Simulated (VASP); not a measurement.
Crystal: Ba3Mg.

```
CELL_PARAMETERS angstrom
5.04822 0.00000 0.00000
0.00000 5.04822 0.00000
0.00000 0.00000 5.04822
ATOMIC_POSITIONS crystal
Ba 0.00000 0.50000 0.50000
Ba 0.50000 0.00000 0.50000
Ba 0.50000 0.50000 0.00000
Mg 0.00000 0.00000 0.00000
```

* Program: VASP 6.6.1
* Task: relaxation of cell and atoms
* Functional: PBE
* Potentials or basis: VASP PAW PBE potentials, release 64 (Ba_sv, Mg_sv)
* Cutoff: 750 eV
* k mesh: 4 × 4 × 4
* Occupations: gaussian, width 0.1 eV
* Spin: no spin polarisation

At the start: pressure 11.0 GPa; volume 32.16 Å³/atom.

Q: Where does the relaxation end?

A: Over 4 steps the energy falls by 467.7 meV/atom and the volume is 50.49 Å³/atom (+57.0 %); space group Pm-3m (No. 221, to 0.1 Å) before and after.

Step by step:
```csv
step,energy change (eV),largest force (eV/Å),pressure (GPa),volume (Å³)
1,0.0000,0.0000,11.01,128.65
2,-1.6785,0.0000,2.40,174.34
3,-1.8622,0.0000,0.42,196.30
4,-1.8707,0.0000,0.07,201.98
```

Final structure:
```
Ba Mg
1.0
     5.86725    0.00000    0.00000
     0.00000    5.86725    0.00000
     0.00000    0.00000    5.86725
Ba Mg
3 1
Direct
  0.00000 0.50000 0.50000
  0.50000 0.00000 0.50000
  0.50000 0.50000 0.00000
  0.00000 0.00000 0.00000
```

Caveat: the volume moved by over 15 % at a fixed basis, so the end points are rough.
